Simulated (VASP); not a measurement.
# SiW8C8Cl2 in VASP: single point with PBE

Aim: the single point of SiW8C8Cl2 with PBE.

Everything below comes from runs of VASP 6.6.1. Logs are shortened: lines on timing, memory, paths and dates and some standing lists are left out, and cuts for length are marked.

## Step 1: The cell of the first run

The cell holds a slab with vacuum, 19 atoms: a = 5.801 Å, b = 5.801 Å, c = 16.247 Å, α = 90.00°, β = 90.00°, γ = 120.00°.

## Step 2: Single point, PBE

INCAR

```
SYSTEM = SiW8C8Cl2
ALGO     = Normal         ! electronic algorithm
EDIFF    = 1E-6           ! SCF threshold, eV
ENCUT    = 520            ! plane-wave cutoff, eV
GGA      = PE             ! functional
ISIF     = 2              ! what is computed and relaxed
ISMEAR   = -1             ! smearing method
LASPH    = .TRUE.         ! aspherical terms in the spheres
LCHARG   = .TRUE.         ! write CHGCAR
LELF     = .TRUE.         ! ELF
LREAL    = Auto         
LVHAR    = .TRUE.       
LWAVE    = .FALSE.        ! write WAVECAR
NBANDS   = 96             ! bands
NELM     = 60             ! most SCF steps
PREC     = Accurate       ! precision mode
SIGMA    = 0.1            ! smearing width, eV
```

KPOINTS

```
k-points
0
G
  3 3 1
  0 0 0
```

POSCAR

```
SiW8C8Cl2
1.0
    5.8006000000      0.0000000000      0.0000000000
   -2.9003000000      5.0234670000      0.0000000000
    0.0000000000      0.0000000000     16.2466500000
W C Si Cl
8 8 1 2
Direct
    0.0000000000      0.0000000000      0.0615511505
   -0.0001413735      0.0103713232      0.2411389425
   -0.0000119541      0.4999933313      0.0615511505
    0.0060788408      0.4890049044      0.2418098500
    0.5000000000      0.0000000000      0.0615511505
    0.4938806718      0.0073455245      0.2443519125
    0.5000052854      0.4999933313      0.0615511505
    0.4944863820      0.5029195972      0.2347437779
    0.3451186132      0.1751181007      0.1452360948
    0.3328296534      0.1828816632      0.3157758676
    0.3302920266      0.6701347894      0.1461285865
    0.3358079213      0.6877521043      0.3334533581
    0.8209154410      0.1407792666      0.1450329760
    0.8229407347      0.1774471695      0.3231743159
    0.8386896622      0.6700352565      0.1489784048
    0.8445116707      0.6834721916      0.3100454555
    0.3291650781      0.4234923809      0.3907082383
   -0.0943849468      0.2164640476      0.4348896542
    0.5340615909      0.5039746454      0.4971547981
```

Potentials or basis: VASP PAW PBE potentials, release 64 (W_sv, C, Si, Cl).

Run with:

```console
$ cat potpaw_PBE.64/W_sv/POTCAR potpaw_PBE.64/C/POTCAR potpaw_PBE.64/Si/POTCAR potpaw_PBE.64/Cl/POTCAR > POTCAR
$ mpirun -np 1 vasp_std > vasp.out
```

OUTCAR:

```text
SYSTEM = SiW8C8Cl2
   EDIFF = 1E-6
   ENCUT = 520
   GGA = PE
   ISIF = 2
   ISMEAR = -1
   LASPH = .TRUE.
   LREAL = Auto
   NELM = 60
   PREC = Accurate

 ion  position               nearest neighbor table
   1  0.000  0.000  0.062-  13 2.11  15 2.18   9 2.20   3 2.90   7 2.90   5 2.90   5 2.90   7 2.90
                             3 2.90   2 2.92
   2  1.000  0.010  0.241-  16 1.99  10 2.07  14 2.18  13 2.21  15 2.27   9 2.33   4 2.76   8 2.87
                             6 2.87   1 2.92   6 2.93   8 2.94   4 3.04  17 3.27
   3  1.000  0.500  0.062-  11 2.15  15 2.19  13 2.26   7 2.90   5 2.90   1 2.90   1 2.90   5 2.90
                             7 2.90   4 2.93
   4  0.006  0.489  0.242-  14 2.05  16 2.11  12 2.24  11 2.25  15 2.31  13 2.35   2 2.76   8 2.80
                             6 2.89   6 2.92   3 2.93   8 3.01   2 3.04  17 3.20
   5  0.500  0.000  0.062-  13 2.11   9 2.14  11 2.15   7 2.90   3 2.90   1 2.90   1 2.90   7 2.90
                             3 2.90   6 2.97
   6  0.494  0.007  0.244-  10 2.05  14 2.09  12 2.16   9 2.26  13 2.31  11 2.33   2 2.87   8 2.88
                             4 2.89   4 2.92   2 2.93   8 2.93   5 2.97
   7  0.500  0.500  0.062-   9 2.12  11 2.19  15 2.22   8 2.81   3 2.90   5 2.90   1 2.90   1 2.90
                             5 2.90   3 2.90
   8  0.494  0.503  0.235-  10 2.08  16 2.14   9 2.20  11 2.20  15 2.22  12 2.36  17 2.67   4 2.80
                             7 2.81   2 2.87   6 2.88   6 2.93   2 2.94   4 3.01
   9  0.345  0.175  0.145-   7 2.12   5 2.14   8 2.20   1 2.20   6 2.26   2 2.33
  10  0.333  0.183  0.316-  17 1.86   6 2.05   2 2.07   8 2.08
  11  0.330  0.670  0.146-   5 2.15   3 2.15   7 2.19   8 2.20   4 2.25   6 2.33
  12  0.336  0.688  0.333-  17 1.78   6 2.16   4 2.24   8 2.36
  13  0.821  0.141  0.145-   1 2.11   5 2.11   2 2.21   3 2.26   6 2.31   4 2.35
  14  0.823  0.177  0.323-  18 1.86   4 2.05   6 2.09   2 2.18
  15  0.839  0.670  0.149-   1 2.18   3 2.19   7 2.22   8 2.22   2 2.27   4 2.31
  16  0.845  0.683  0.310-   2 1.99   4 2.11   8 2.14
  17  0.329  0.423  0.391-  12 1.78  10 1.86  19 2.02  18 2.25   8 2.67   4 3.20   2 3.27
  18  0.906  0.216  0.435-  14 1.86  17 2.25
  19  0.534  0.504  0.497-  17 2.02

  LATTYP: Found a hexagonal cell.
 ALAT       =     5.8006000000
 C/A-ratio  =     2.8008568079

  Lattice vectors:

 A1 = (   5.8006000000,   0.0000000000,   0.0000000000)
 A2 = (  -2.9003000000,   5.0234670000,   0.0000000000)
 A3 = (   0.0000000000,   0.0000000000,  16.2466500000)

Analysis of symmetry for initial positions (statically):
=====================================================================
 Subroutine PRICEL returns:
 Original cell was already a primitive cell.

 Routine SETGRP: Setting up the symmetry group for a
 hexagonal supercell.

 Subroutine GETGRP returns: Found  1 space group operations
 (whereof  1 operations were pure point group operations)
 out of a pool of 24 trial point group operations.

The static configuration has the point symmetry C_1 .

Analysis of symmetry for dynamics (positions and initial velocities):
=====================================================================
 Subroutine PRICEL returns:
 Original cell was already a primitive cell.

 Routine SETGRP: Setting up the symmetry group for a
 hexagonal supercell.

 Subroutine GETGRP returns: Found  1 space group operations
 (whereof  1 operations were pure point group operations)
 out of a pool of 24 trial point group operations.

The dynamic configuration has the point symmetry C_1 .

 Subroutine INISYM returns: Found  1 space group operations
 (whereof  1 operations are pure point group operations),
 and found     1 'primitive' translations

----------------------------------------------------------------------------------------

                                     Primitive cell

  volume of cell :     473.4131

  direct lattice vectors                    reciprocal lattice vectors
     5.800600000  0.000000000  0.000000000     0.172395959  0.099532853  0.000000000
    -2.900300000  5.023467000  0.000000000     0.000000000  0.199065705  0.000000000
     0.000000000  0.000000000 16.246650000     0.000000000  0.000000000  0.061551151

  length of vectors
     5.800600000  5.800600037 16.246650000     0.199065706  0.199065705  0.061551151

  position of ions in fractional coordinates (direct lattice)
     0.000000000  0.000000000  0.061551151
     0.999858627  0.010371323  0.241138943
     0.999988046  0.499993331  0.061551151
     0.006078841  0.489004904  0.241809850
     0.500000000  0.000000000  0.061551151
     0.493880672  0.007345525  0.244351913
[... 11 lines left out ...]
     0.905615053  0.216464048  0.434889654
     0.534061591  0.503974645  0.497154798

  ion indices of the primitive-cell ions
   primitive index   ion index
                 1           1
                 2           2
                 3           3
                 4           4
                 5           5
                 6           6
[... 11 lines left out ...]
                18          18
                19          19

----------------------------------------------------------------------------------------

 KPOINTS: k-points

Automatic generation of k-mesh.
 Grid dimensions read from file:
 generate k-points for:    3    3    1

 Generating k-lattice:

  Cartesian coordinates                     Fractional coordinates (reciprocal lattice)
     0.057465320  0.033177618  0.000000000     0.333333333  0.000000000  0.000000000
     0.000000000  0.066355235  0.000000000     0.000000000  0.333333333  0.000000000
     0.000000000  0.000000000  0.061551151     0.000000000  0.000000000  1.000000000

  Length of vectors
     0.066355235  0.066355235  0.061551151

  Shift w.r.t. Gamma in fractional coordinates (k-lattice)
     0.000000000  0.000000000  0.000000000

 Subroutine IBZKPT returns following result:
 ===========================================

 Found      5 irreducible k-points:

 Following reciprocal coordinates:
            Coordinates               Weight
  0.000000  0.000000  0.000000      1.000000
  0.333333  0.000000  0.000000      2.000000
  0.000000  0.333333  0.000000      2.000000
 -0.333333  0.333333  0.000000      2.000000
  0.333333  0.333333  0.000000      2.000000
   k-points           NKPTS =      5   k-points in BZ     NKDIM =      5   number of bands    NBANDS=     96
   number of dos      NEDOS =    301   number of ions     NIONS =     19
   total plane-waves  NPLWV = 290304
   dimension x,y,z NGX =    48 NGY =   48 NGZ =  126
   dimension x,y,z NGXF=    96 NGYF=   96 NGZF=  252
   ions per type =               8   8   1   2
   NGX,Y,Z   is equivalent  to a cutoff of  13.76, 13.76, 12.89 a.u.
   NGXF,Y,Z  is equivalent  to a cutoff of  27.51, 27.51, 25.79 a.u.
 SYSTEM =  SiW8C8Cl2
   PREC   = accura    normal or accurate (medium, high low for compatibility)
   ISTART =      0    job   : 0-new  1-cont  2-samecut
   ICHARG =      2    charge: 1-file 2-atom 10-const
   ISPIN  =      1    spin polarized calculation?
   LNONCOLLINEAR =      F non collinear calculations
   LSORBIT =      F    spin-orbit coupling
   LASPH  =      T    aspherical Exc in radial PAW
   ENCUT  =  520.0 eV  38.22 Ry    6.18 a.u.  10.79 10.79 30.21*2*pi/ulx,y,z
   NELM   =     60;   NELMIN=  2; NELMDL= -5     # of ELM steps
   EDIFF  = 0.1E-05   stopping-criterion for ELM
   LREAL  =      T    real-space projection
   EDIFFG = 0.1E-04   stopping-criterion for IOM
   NSW    =      0    number of steps for IOM
   IBRION =     -1    ionic relax: 0-MD 1-quasi-New 2-CG
   NFREE  =      0    steps in history (QN), initial steepest desc. (CG)
   ISIF   =      2    stress and relaxation
   ISYM   =      2    0-nonsym 1-usesym 2-fastsym
   POTIM  = 0.5000    time-step for ionic-motion
   TEBEG  =    0.0;   TEEND  =   0.0 temperature during run
   PSTRESS=    0.0 pullay stress
   NELECT =     162.0000    total number of electrons
   NUPDOWN=      -1.0000    fix difference up-down
   EMIN   =  10.00;   EMAX   =-10.00  energy-range for DOS
   EFERMI =   0.00;   METHOD = LEGACY
   ISMEAR =    -1;   SIGMA  =   0.10  broadening in eV -4-tet -1-fermi 0-gaus
   EFERMI_NEDOS =   21; number of points for ismear=-14 and -15
   IALGO  =     38    algorithm
   IMIX   =      4    mixing-type and parameters
     AMIX     =   0.40;   BMIX     =  1.00
     AMIX_MAG =   1.60;   BMIX_MAG =  1.00
  volume/ion in A,a.u.               =      24.92       168.14
  Fermi-wavevector in a.u.,A,eV,Ry     =   1.145073  2.163874 17.839844  1.311192
  Thomas-Fermi vector in A             =   2.281762
   LORBIT       =      0    0 simple, 1 ext, 2 COOP (PROOUT), +10 PAW based schemes
   GGA     = PE    functional components
   LHFCALC =     F    Hartree Fock is set to
   AEXX    =    0.0000 exact exchange contribution
   IVDW    =     0    specifies the selected vdW correction
   LEPSILON=     F    determine dielectric tensor
   LRPA    =     F    only Hartree local field effects (RPA)
 non-spin polarized calculation
  energy-cutoff  :      520.00
  volume of cell :      473.41
 maximum number of plane-waves:     12777
 NGX is ok and might be reduce to    48
   NGX = 21   NGY = 21   NGZ = 61

 number of electron     161.9999992 magnetization

 Free energy of the ion-electron system (eV)
  ---------------------------------------------------
  ext. energy  EPLUGINS =         0.00000000
  ---------------------------------------------------
  free energy    TOTEN  =      -175.92923601 eV

  energy without entropy =     -175.68759231  energy(sigma->0) =     -175.80841416

 E-fermi :   1.7696     XC(G=0):  -7.2698

 val. band max:        1.7574289246   @ k =   0.0000   0.3333   0.0000
 cond. band min:       2.1638599609   @ k =   0.0000   0.0000   0.0000
 fundamental gap:      0.4064310363
 Fermi energy:         1.7696095810

 k-point     1 :       0.0000    0.0000    0.0000
  band No.  band energies     occupation
      1     -72.0740      2.00000
      2     -72.0254      2.00000
      3     -72.0162      2.00000
      4     -71.9981      2.00000
      5     -71.9951      2.00000
      6     -71.9111      2.00000
[... 469 lines left out ...]
     92       4.4715      0.00000
     93       4.4818      0.00000
 [bands above 93 left out]

------------------------ aborting loop because EDIFF is reached ----------------------------------------

  FORCE on cell =-STRESS in cart. coord.  units (eV):
  Direction    XX          YY          ZZ          XY          YZ          ZX
  --------------------------------------------------------------------------------------
  -------------------------------------------------------------------------------------
  Total        1.1454999      0.8051713    -12.7726209      0.7744333     -4.6015825      0.8310503
  in kB        3.8767280      2.7249502    -43.2265235      2.6209234    -15.5731872      2.8125328
  external PRESSURE =     -12.2082818 kB  Pullay stress =       0.0000000 kB

 VOLUME and BASIS-vectors are now :
 -----------------------------------------------------------------------------
  energy-cutoff  :      520.00
  volume of cell :      473.41
      direct lattice vectors                 reciprocal lattice vectors
     5.800600000  0.000000000  0.000000000     0.172395959  0.099532853  0.000000000
    -2.900300000  5.023467000  0.000000000     0.000000000  0.199065705  0.000000000
     0.000000000  0.000000000 16.246650000     0.000000000  0.000000000  0.061551151

 POSITION                                       TOTAL-FORCE (eV/Angst)
 -----------------------------------------------------------------------------------
      0.00000      0.00000      1.00000         0.101487     -0.300090      0.944006
      5.76970      0.05210      3.91770         0.406689     -1.612774     -0.472622
      4.35040      2.51170      1.00000        -0.067013     -0.094545      1.363960
     -1.38300      2.45650      3.92860        -2.086011      2.719536      0.184535
      2.90030      0.00000      1.00000        -0.093715     -0.116867      1.203215
      2.84350      0.03690      3.96990         0.804119     -1.178388      0.484325
[... 11 lines left out ...]
      4.62530      1.08740      7.06550        -0.424260     -0.591356     -0.250331
      1.63620      2.53170      8.07710         0.277818      0.038869      0.694578
 -----------------------------------------------------------------------------------
    total drift:                                0.013756     -0.012939     -0.013135

  FREE ENERGIE OF THE ION-ELECTRON SYSTEM (eV)
  ---------------------------------------------------
  free  energy   TOTEN  =      -175.9292360082 eV

  energy  without entropy=     -175.6875923120  energy(sigma->0) =     -175.80841416
```

It took 14 min on 1 thread of Intel Xeon Platinum 8488C (Sapphire Rapids), shared host; peak memory 0.69 GiB.

Results:

| Property | Result |
| --- | --- |
| Free energy | -175.9292 eV |
| Largest force | 3.432 eV/Å |
| Band gap on the k mesh | zero (band 81 reaches 2.37 eV, above the bottom of band 82 at 1.69 eV) |

Forces on the atoms (eV/Å):
```
W    0.101 -0.300  0.944
W    0.407 -1.613 -0.473
W   -0.067 -0.095  1.364
W   -2.086  2.720  0.185
W   -0.094 -0.117  1.203
W    0.804 -1.178  0.484
W    0.215  0.346  0.454
W    1.447  1.654  0.705
C   -0.602 -0.481 -0.144
C   -0.281  0.146  1.260
C    0.138 -0.309 -0.297
C   -0.144 -0.200 -2.945
C   -0.250  1.763 -0.019
C    0.416 -0.351 -0.379
C    0.030 -0.371 -1.244
C   -0.196 -0.733 -1.159
Si   0.308 -0.329 -0.384
Cl  -0.424 -0.591 -0.250
Cl   0.278  0.039  0.695
```

Caveat: the k points lie up to 0.42 Å⁻¹ apart; spin-orbit coupling is left out, which moves the levels of the heavy elements.
